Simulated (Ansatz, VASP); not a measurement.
One calculation of MgO, two programs

```
Mg O
1.0
     0.00000    2.08742    2.10850
     2.08742    0.00000    2.10850
     2.08742    2.08742    0.00000
Mg O
1 1
Cartesian
  0.0000 0.0000 0.0000
  2.0874 2.0874 2.1085
```

Alike in both runs: task single point; functional PBE; k mesh 8 × 8 × 8; occupations gaussian, width 0.02 eV; no spin polarisation.

```csv
,VASP,Ansatz
version,VASP 6.6.1,Ansatz 0.2.0
potentials or method,"VASP PAW PBE potentials, release 64 (Mg, O), cutoff 600 eV","plane waves, PAW"
valence electrons in the cell,8,16
```

Ansatz gave:

- pressure (GPa): 7.6
- traceless stress, the component that is largest in VASP (GPa): -1.52

Task: Which values does VASP return?

Result: Pressure (GPa): 6.6; traceless stress, the component that is largest in VASP (GPa): -1.53.

VASP's potentials hold 8 valence electrons a cell and Ansatz's 16, so a difference there can come from the potentials and not from the codes.
